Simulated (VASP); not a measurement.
A run of VASP 6.6.1 is set up as follows.

INCAR

```
PREC = Accurate
ENCUT = 600
EDIFF = 1E-6
ISMEAR = 0
SIGMA = 0.1
LREAL = F
LASPH = T
NELM = 80
ALGO = Fast
ISIF = 3
LWAVE = F
LCHARG = F
GGA = PS
IBRION = 2
NSW = 70
EDIFFG = -0.008
PSTRESS = 600.0
```

Contents of KPOINTS:

```
Automatic mesh
0
Gamma
  18 18 18
```

Contents of POSCAR:

```
Rb
1.0
   -1.7532740219      1.7532740219      1.6207443488
    1.7532740219     -1.7532740219      1.6207443488
    1.7532740219      1.7532740219     -1.6207443488
Rb
1
Direct
    0.0000000000      0.0000000000      0.0000000000
```

Potentials or basis: VASP PAW PBE potentials, release 64 (Rb_sv).

Run with:

```bash
$ cat potpaw_PBE.64/Rb_sv/POTCAR > POTCAR
$ mpirun -np 1 vasp_std > vasp.out
```

**Question.** Estimate the relaxed cell.

**Answer.** a = 2.803 Å, b = 2.803 Å, c = 2.803 Å, α = 107.97°, β = 107.97°, γ = 112.52°.

**Question.** Predict the space group after relaxing (to 0.1 Å).

**Answer.** I4/mmm (No. 139).

The path:
| step | energy change (eV) | largest force (eV/Å) | pressure (GPa) | volume (Å³) |
| --- | --- | --- | --- | --- |
| 1 | 0.0000 | 0.0000 | 36.67 | 19.93 |
| 2 | 3.6095 | 0.0000 | 170.40 | 12.68 |
| 3 | 0.7598 | 0.0000 | 56.40 | 17.21 |
| 4 | 0.8359 | 0.0000 | 59.16 | 17.00 |
| 5 | 0.8589 | 0.0000 | 59.76 | 16.94 |
| 6 | 0.8802 | 0.0000 | 60.51 | 16.88 |
| 7 | 0.8371 | 0.0000 | 58.68 | 17.00 |
| 8 | 0.8617 | 0.0000 | 59.95 | 16.93 |
| 9 | 0.8617 | 0.0000 | 59.85 | 16.93 |
| 10 | 0.8617 | 0.0000 | 59.84 | 16.93 |
| 11 | 0.8620 | 0.0000 | 59.83 | 16.93 |
| 12 | 0.8641 | 0.0000 | 59.85 | 16.92 |
| 13 | 0.8626 | 0.0000 | 59.83 | 16.93 |
| 14 | 0.8879 | 0.0000 | 60.65 | 16.86 |
| 15 | 0.8683 | 0.0000 | 60.03 | 16.91 |

Caveat: the cell is relaxed towards a set pressure, so the run minimises the enthalpy, not the energy; the volume moved by over 15 % at a fixed basis, so the end points are rough; the PAW data sets were made with another functional, which shifts forces and pressure a little.
